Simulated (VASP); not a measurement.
Wanted: the native input for a VASP 6.6.1 run.

```yaml
Task: relaxation of cell and atoms
Functional: PBE
Potentials_or_basis: VASP PAW PBE potentials, release 64 (Bi_d, S)
Cutoff: 600 eV
k_mesh: 4 × 4 × 4
Occupations: gaussian, width 0.1 eV
Spin: no spin polarisation
Dipole_correction: no
Further_INCAR_settings: ALGO = Normal; EDIFF = 1e-06; IBRION = 2; EDIFFG = -0.04; NSW = 90; ISIF = 3
```

The structure of BiS4 lies in POSCAR:

```
BiS4
1.0
    4.8186908200      0.0000000000      0.0000000000
    0.0000000000      4.8186908200      0.0000000000
    0.0000000000      0.0000000000      4.8186908200
Bi S
1 4
Direct
    0.5000000000      0.5000000000      0.5000000000
    0.0000000000      0.5000000000      0.5000000000
    0.5000000000      0.5000000000      0.0000000000
    0.5000000000      0.0000000000      0.5000000000
    0.0000000000      0.0000000000      0.0000000000
```

The cell was built from a structure type or drawn by symmetry, and may not be a known phase.

One way to write it, as run:

INCAR

```
PREC     = Accurate       # precision mode
ENCUT    = 600            # plane-wave cutoff, eV
EDIFF    = 1E-6           # SCF threshold, eV
ISMEAR   = 0              # smearing method
SIGMA    = 0.1            # smearing width, eV
LREAL    = F              # projectors in reciprocal space
LASPH    = T              # aspherical terms in the spheres
NELM     = 60             # most SCF steps
ALGO     = Normal         # electronic algorithm
ISIF     = 3              # what is computed and relaxed
LWAVE    = F              # write WAVECAR
LCHARG   = F              # write CHGCAR
GGA      = PE             # functional
IBRION   = 2              # ionic algorithm
NSW      = 90             # ionic steps
EDIFFG   = -0.04          # ionic threshold
```

KPOINTS

```
Automatic mesh
0
Gamma
  4 4 4
```

Potentials or basis: VASP PAW PBE potentials, release 64 (Bi_d, S).

Launch:

```sh
$ cat potpaw_PBE.64/Bi_d/POTCAR potpaw_PBE.64/S/POTCAR > POTCAR
$ mpirun -np 1 vasp_std > vasp.out
```

Results of the run:

- Relaxed volume: 27.84 Å³/atom
- Relaxed cell: a = 5.183 Å, b = 5.183 Å, c = 5.183 Å, α = 90.00°, β = 90.00°, γ = 90.00°
- Space group after relaxing (to 0.1 Å): Pm-3m (No. 221)
- Energy gained by relaxing: 219.7 meV/atom
- Ionic steps: 3
- Pressure after relaxing: 0.1 GPa
- Band gap on the k mesh: zero (an odd number of electrons rules out a gap without spin polarisation)

Caveat: the volume moved by over 15 % at a fixed basis, so the end points are rough; spin-orbit coupling is left out, which moves the levels of the heavy elements.

Wall time 100 s on 1 thread of Intel(R) Xeon(R) Platinum 8259CL CPU @ 2.50GHz (Skylake/Cascade Lake), with other jobs on the host, peak memory 0.25 GiB.
